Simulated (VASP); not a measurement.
Here is a VASP 6.6.1 calculation.

The input INCAR:

```
PREC = Accurate ; ENCUT = 520
EDIFF = 1E-7 ; ISMEAR = 0
SIGMA = 0.1 ; LREAL = False
LASPH = True ; NELM = 100
ALGO = Normal ; ISIF = 2
LWAVE = False ; LCHARG = False
GGA = PE ; NBANDS = 20
```

KPOINTS

```
regular mesh
0
Gamma
  9 9 8
```

The input POSCAR:

```
Si3S2
1.0
    4.2498180597      0.0000000000      0.0000000000
   -2.1249090298      3.6804504012      0.0000000000
    0.0000000000      0.0000000000      5.4942882468
Si S
3 2
Direct
    0.0000000000      0.0000000000      0.0000000000
    0.3333333333      0.6666666667      0.7734223432
    0.6666666667      0.3333333333      0.2265776568
    0.3333333333      0.6666666667      0.3549318094
    0.6666666667      0.3333333333      0.6450681906
```

Potentials or basis: VASP PAW PBE potentials, release 64 (Si, S).

Launch:

```bash
$ cat potpaw_PBE.64/Si/POTCAR potpaw_PBE.64/S/POTCAR > POTCAR
$ mpirun -np 1 vasp_std > vasp.out
```

Task: Estimate the largest force.

Result: 0.025 eV/Å.

Task: Estimate the band gap on the k mesh.

Result: Zero (bands 12 and 13 overlap by 2.13 eV).

Task: Estimate the pressure.

Result: -0.1 GPa.

Stress tensor (GPa, compression positive):
```
-0.01  0.00  0.00
 0.00 -0.01  0.00
 0.00  0.00 -0.16
```
